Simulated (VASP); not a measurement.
# Al2BAs3 (R-3m) in VASP: single point with PBE

Aim: the single point of Al2BAs3 with PBE.

Program: VASP 6.6.1. These are calculated values, not measurements. Logs are shortened: lines on timing, memory, paths and dates and some standing lists are left out, and cuts for length are marked.

**1. The cell of the first run**

It takes space group R-3m (No. 166, trigonal). Conventional cell: a = 5.496 Å, b = 5.496 Å, c = 12.053 Å, α = 90.00°, β = 90.00°, γ = 120.00°. Al (site symmetry 3m) has 9 As at 2.93 to 3.16 Å and 4 Al at 3.11 to 3.30 Å and 3 B at 3.21 Å within 3.9 Å. Within 3.4 Å of B (site symmetry -3m) lie 6 As at 2.56 Å and 6 Al at 3.21 Å. Within 3.4 Å of As (site symmetry 2/m) lie 2 B at 2.56 Å and 4 As at 2.75 Å and 6 Al at 2.93 to 3.16 Å.

**2. Single point, PBE**

INCAR reads:

```
PREC = Accurate
ENCUT = 520
EDIFF = 1E-6
ISMEAR = 0
SIGMA = 0.1
LREAL = F
LASPH = T
NELM = 100
ALGO = Normal
ISIF = 2
LWAVE = F
LCHARG = F
GGA = PE
NBANDS = 21
```

KPOINTS reads:

```
regular mesh
0
Gamma
  6 6 6
```

POSCAR reads:

```
Al2BAs3
1.0
    2.7480969600      1.5866145200      4.0176077300
   -2.7480969600      1.5866145200      4.0176077300
    0.0000000000     -3.1732290400      4.0176077300
Al B As
2 1 3
Direct
    0.3711514800      0.3711514800      0.3711514800
    0.6288485200      0.6288485200      0.6288485200
    0.0000000000      0.0000000000      0.0000000000
    0.5000000000      0.0000000000      0.0000000000
    0.0000000000      0.5000000000      0.0000000000
    0.0000000000      0.0000000000      0.5000000000
```

Potentials or basis: VASP PAW PBE potentials, release 64 (Al, B, As).

Started as:

```sh
cat potpaw_PBE.64/Al/POTCAR potpaw_PBE.64/B/POTCAR potpaw_PBE.64/As/POTCAR > POTCAR
mpirun -np 1 vasp_std > vasp.out
```

OUTCAR:

```text
PREC = Accurate
   ENCUT = 520
   EDIFF = 1E-6
   ISMEAR = 0
   LREAL = F
   LASPH = T
   NELM = 100
   ISIF = 2
   GGA = PE

 ion  position               nearest neighbor table
   1  0.371  0.371  0.371-   4 2.93   5 2.93   6 2.93   2 3.11   2 3.30   2 3.30   2 3.30
   2  0.629  0.629  0.629-   4 2.93   5 2.93   6 2.93   1 3.11   1 3.30   1 3.30   1 3.30
   3  0.000  0.000  0.000-
   4  0.500  0.000  0.000-   5 2.75   5 2.75   6 2.75   6 2.75   1 2.93   2 2.93
   5  0.000  0.500  0.000-   4 2.75   4 2.75   6 2.75   6 2.75   1 2.93   2 2.93
   6  0.000  0.000  0.500-   4 2.75   5 2.75   5 2.75   4 2.75   1 2.93   2 2.93

  LATTYP: Found a trigonal (rhomboedric) cell.
 ALAT       =     5.1196244402
 COS(alpha) =     0.4237407738

  Lattice vectors:

 A1 = (   2.7480969600,   1.5866145200,   4.0176077300)
 A2 = (  -2.7480969600,   1.5866145200,   4.0176077300)
 A3 = (   0.0000000000,  -3.1732290400,   4.0176077300)

Analysis of symmetry for initial positions (statically):
=====================================================================
 Subroutine PRICEL returns:
 Original cell was already a primitive cell.

 Routine SETGRP: Setting up the symmetry group for a
 trigonal (rhombohedral) supercell.

 Subroutine GETGRP returns: Found 12 space group operations
 (whereof 12 operations were pure point group operations)
 out of a pool of 12 trial point group operations.

The static configuration has the point symmetry D_3d.

Analysis of symmetry for dynamics (positions and initial velocities):
=====================================================================
 Subroutine PRICEL returns:
 Original cell was already a primitive cell.

 Routine SETGRP: Setting up the symmetry group for a
 trigonal (rhombohedral) supercell.

 Subroutine GETGRP returns: Found 12 space group operations
 (whereof 12 operations were pure point group operations)
 out of a pool of 12 trial point group operations.

The dynamic configuration has the point symmetry D_3d.

 Subroutine INISYM returns: Found 12 space group operations
 (whereof 12 operations are pure point group operations),
 and found     1 'primitive' translations

----------------------------------------------------------------------------------------

                                     Primitive cell

  volume of cell :     105.1047

  direct lattice vectors                    reciprocal lattice vectors
     2.748096960  1.586614520  4.017607730     0.181944090  0.105045469  0.082968113
    -2.748096960  1.586614520  4.017607730    -0.181944090  0.105045469  0.082968113
     0.000000000 -3.173229040  4.017607730     0.000000000 -0.210090938  0.082968113

  length of vectors
     5.119624440  5.119624440  5.119624441     0.225880301  0.225880301  0.225880301

  position of ions in fractional coordinates (direct lattice)
     0.371151480  0.371151480  0.371151480
     0.628848520  0.628848520  0.628848520
     0.000000000  0.000000000  0.000000000
     0.500000000  1.000000000  1.000000000
     1.000000000  0.500000000  1.000000000
     1.000000000  1.000000000  0.500000000

  ion indices of the primitive-cell ions
   primitive index   ion index
                 1           1
                 2           2
                 3           3
                 4           4
                 5           5
                 6           6

----------------------------------------------------------------------------------------

 KPOINTS: regular mesh

Automatic generation of k-mesh.
 Grid dimensions read from file:
 generate k-points for:    6    6    6

 Generating k-lattice:

  Cartesian coordinates                     Fractional coordinates (reciprocal lattice)
     0.030324015  0.017507578  0.013828019     0.166666667 -0.000000000  0.000000000
    -0.030324015  0.017507578  0.013828019    -0.000000000  0.166666667  0.000000000
     0.000000000 -0.035015156  0.013828019     0.000000000  0.000000000  0.166666667

  Length of vectors
     0.037646717  0.037646717  0.037646717

  Shift w.r.t. Gamma in fractional coordinates (k-lattice)
     0.000000000  0.000000000  0.000000000

 Subroutine IBZKPT returns following result:
 ===========================================

 Found     32 irreducible k-points:

 Following reciprocal coordinates:
            Coordinates               Weight
  0.000000  0.000000  0.000000      1.000000
  0.166667  0.000000  0.000000      6.000000
  0.333333  0.000000  0.000000      6.000000
  0.500000 -0.000000 -0.000000      3.000000
  0.166667  0.166667  0.000000      6.000000
  0.333333  0.166667 -0.000000     12.000000
[... 16 lines left out ...]
  0.500000  0.500000  0.166667      6.000000
 -0.333333  0.500000  0.166667     12.000000
 [... further k-points ...]
   k-points           NKPTS =     32   k-points in BZ     NKDIM =     32   number of bands    NBANDS=     21
   number of dos      NEDOS =    301   number of ions     NIONS =      6
   total plane-waves  NPLWV =  64000
   dimension x,y,z NGX =    40 NGY =   40 NGZ =   40
   dimension x,y,z NGXF=    80 NGYF=   80 NGZF=   80
   ions per type =               2   1   3
   NGX,Y,Z   is equivalent  to a cutoff of  12.99, 12.99, 12.99 a.u.
   NGXF,Y,Z  is equivalent  to a cutoff of  25.98, 25.98, 25.98 a.u.
 SYSTEM =  unknown system
   PREC   = accura    normal or accurate (medium, high low for compatibility)
   ISTART =      0    job   : 0-new  1-cont  2-samecut
   ICHARG =      2    charge: 1-file 2-atom 10-const
   ISPIN  =      1    spin polarized calculation?
   LNONCOLLINEAR =      F non collinear calculations
   LSORBIT =      F    spin-orbit coupling
   LASPH  =      T    aspherical Exc in radial PAW
   ENCUT  =  520.0 eV  38.22 Ry    6.18 a.u.   9.52  9.52  9.52*2*pi/ulx,y,z
   NELM   =    100;   NELMIN=  2; NELMDL= -5     # of ELM steps
   EDIFF  = 0.1E-05   stopping-criterion for ELM
   LREAL  =      F    real-space projection
   EDIFFG = 0.1E-04   stopping-criterion for IOM
   NSW    =      0    number of steps for IOM
   IBRION =     -1    ionic relax: 0-MD 1-quasi-New 2-CG
   NFREE  =      0    steps in history (QN), initial steepest desc. (CG)
   ISIF   =      2    stress and relaxation
   ISYM   =      2    0-nonsym 1-usesym 2-fastsym
   POTIM  = 0.5000    time-step for ionic-motion
   TEBEG  =    0.0;   TEEND  =   0.0 temperature during run
   PSTRESS=    0.0 pullay stress
   NELECT =      24.0000    total number of electrons
   NUPDOWN=      -1.0000    fix difference up-down
   EMIN   =  10.00;   EMAX   =-10.00  energy-range for DOS
   EFERMI =   0.00;   METHOD = LEGACY
   ISMEAR =     0;   SIGMA  =   0.10  broadening in eV -4-tet -1-fermi 0-gaus
   EFERMI_NEDOS =   21; number of points for ismear=-14 and -15
   IALGO  =     38    algorithm
   IMIX   =      4    mixing-type and parameters
     AMIX     =   0.40;   BMIX     =  1.00
     AMIX_MAG =   1.60;   BMIX_MAG =  1.00
  volume/ion in A,a.u.               =      17.52       118.21
  Fermi-wavevector in a.u.,A,eV,Ry     =   1.000625  1.890906 13.622827  1.001250
  Thomas-Fermi vector in A             =   2.132993
   LORBIT       =      0    0 simple, 1 ext, 2 COOP (PROOUT), +10 PAW based schemes
   GGA     = PE    functional components
   LHFCALC =     F    Hartree Fock is set to
   AEXX    =    0.0000 exact exchange contribution
   IVDW    =     0    specifies the selected vdW correction
   LEPSILON=     F    determine dielectric tensor
   LRPA    =     F    only Hartree local field effects (RPA)
 non-spin polarized calculation
 Gauss-broadening in eV      SIGMA  =   0.10
  energy-cutoff  :      520.00
  volume of cell :      105.10
 maximum number of plane-waves:      2861
 NGX is ok and might be reduce to    40
   NGX = 19   NGY = 19   NGZ = 19

 number of electron      23.9999998 magnetization

 Free energy of the ion-electron system (eV)
  ---------------------------------------------------
  ext. energy  EPLUGINS =         0.00000000
  ---------------------------------------------------
  free energy    TOTEN  =       -23.55165815 eV

  energy without entropy =      -23.52548351  energy(sigma->0) =      -23.53857083

 E-fermi :   6.6224     XC(G=0): -10.3541

 val. band max:        6.6112526116   @ k =  -0.1667   0.5000   0.1667
 cond. band min:       6.6312749604   @ k =   0.5000   0.3333   0.1667
 fundamental gap:      0.0200223487
 Fermi energy:         6.6224079408

 k-point     1 :       0.0000    0.0000    0.0000
  band No.  band energies     occupation
      1      -8.1238      2.00000
      2      -2.9091      2.00000
      3      -2.9091      2.00000
      4      -0.9459      2.00000
      5       1.3225      2.00000
      6       1.3225      2.00000
[... 13 lines left out ...]
     20      12.6852      0.00000
     21      12.6852      0.00000

 k-point     2 :       0.1667    0.0000    0.0000
  band No.  band energies     occupation
      1      -7.9537      2.00000
      2      -3.8138      2.00000
      3      -2.9785      2.00000
      4      -0.1853      2.00000
      5       0.7190      2.00000
      6       1.1150      2.00000
[... 13 lines left out ...]
     20      12.4335      0.00000
     21      12.7047      0.00000

 k-point     3 :       0.3333    0.0000    0.0000
  band No.  band energies     occupation
      1      -7.4730      2.00000
      2      -5.1105      2.00000
      3      -3.1015      2.00000
      4      -0.2398      2.00000
      5       0.6203      2.00000
      6       1.5211      2.00000
[... 13 lines left out ...]
     20      11.6486      0.00000
     21      12.4853      0.00000
[... 457 lines left out ...]
 k-point    23 :       0.5000    0.5000    0.1667
  band No.  band energies     occupation
      1      -6.9939      2.00000
      2      -5.1984      2.00000
      3      -3.6084      2.00000
      4      -1.7223      2.00000
      5      -0.4939      2.00000
      6       1.3275      2.00000
[... 13 lines left out ...]
     20      11.1018      0.00000
     21      11.2090      0.00000

 k-point    24 :      -0.3333    0.5000    0.1667
  band No.  band energies     occupation
      1      -6.5982      2.00000
      2      -5.8481      2.00000
      3      -3.8302      2.00000
      4      -1.4609      2.00000
      5       0.0743      2.00000
      6       1.4016      2.00000
[... 13 lines left out ...]
     20      10.4612      0.00000
     21      11.1538      0.00000

 [... further k-points ...]
[... 5 lines left out ...]
  --------------------------------------------------------------------------------------
  -------------------------------------------------------------------------------------
  Total        1.4633790      1.4633790     -1.5563931      0.0000000      0.0000000      0.0000000
  in kB       22.3072046     22.3072046    -23.7250764      0.0000000      0.0000000      0.0000000
  external PRESSURE =       6.9631109 kB  Pullay stress =       0.0000000 kB

 VOLUME and BASIS-vectors are now :
 -----------------------------------------------------------------------------
  energy-cutoff  :      520.00
  volume of cell :      105.10
      direct lattice vectors                 reciprocal lattice vectors
     2.748096960  1.586614520  4.017607730     0.181944090  0.105045469  0.082968113
    -2.748096960  1.586614520  4.017607730    -0.181944090  0.105045469  0.082968113
     0.000000000 -3.173229040  4.017607730     0.000000000 -0.210090938  0.082968113

 POSITION                                       TOTAL-FORCE (eV/Angst)
 -----------------------------------------------------------------------------------
      0.00000      0.00000      4.47342         0.000000     -0.000000      0.060904
      0.00000      0.00000      7.57940         0.000000      0.000000     -0.060904
      0.00000      0.00000      0.00000         0.000000      0.000000      0.000000
      1.37405      0.79331      2.00880         0.000000      0.000000     -0.000000
     -1.37405      0.79331      2.00880        -0.000000      0.000000      0.000000
      0.00000     -1.58661      2.00880        -0.000000      0.000000     -0.000000
 -----------------------------------------------------------------------------------
    total drift:                               -0.000000      0.000000     -0.000000

  FREE ENERGIE OF THE ION-ELECTRON SYSTEM (eV)
  ---------------------------------------------------
  free  energy   TOTEN  =       -23.5516581497 eV

  energy  without entropy=      -23.5254835071  energy(sigma->0) =      -23.53857083
```

It took 66 s on 1 thread of Intel Xeon Platinum 8488C (Sapphire Rapids), shared host; peak memory 0.27 GiB.

Results:

```
Free energy            : -23.5517 eV
Pressure               : 0.7 GPa
Largest force          : 0.061 eV/Å
Band gap on the k mesh : zero (band 12 reaches 7.18 eV, above the bottom of band 13 at 5.19 eV)
```

Forces in eV/Å, atoms in the order of the input:
```
Al   0.000  0.000  0.061
Al   0.000  0.000 -0.061
B    0.000  0.000  0.000
As   0.000  0.000  0.000
As   0.000  0.000  0.000
As   0.000  0.000  0.000
```

Levels at points of the mesh, in eV from the Fermi level:
```tsv
k point	band 8	band 9	band 10	band 11	band 12	band 13	band 14	band 15	band 16	band 17
(0.00, 0.00, 0.00)	-4.72	-4.56	-3.02	-3.02	-0.70	-0.58	-0.37	-0.37	3.47	3.47
(0.50, 0.00, 0.00)	-3.21	-3.13	-2.08	-1.98	-1.87	0.33	0.44	1.36	2.66	3.05
(0.50, 0.50, 0.00)	-2.21	-2.08	-1.41	-0.50	-0.14	0.06	0.53	1.43	1.53	2.60
(0.50, 0.50, 0.50)	-4.02	-1.07	-1.07	-0.88	-0.35	-0.06	-0.06	3.67	3.80	3.90
```
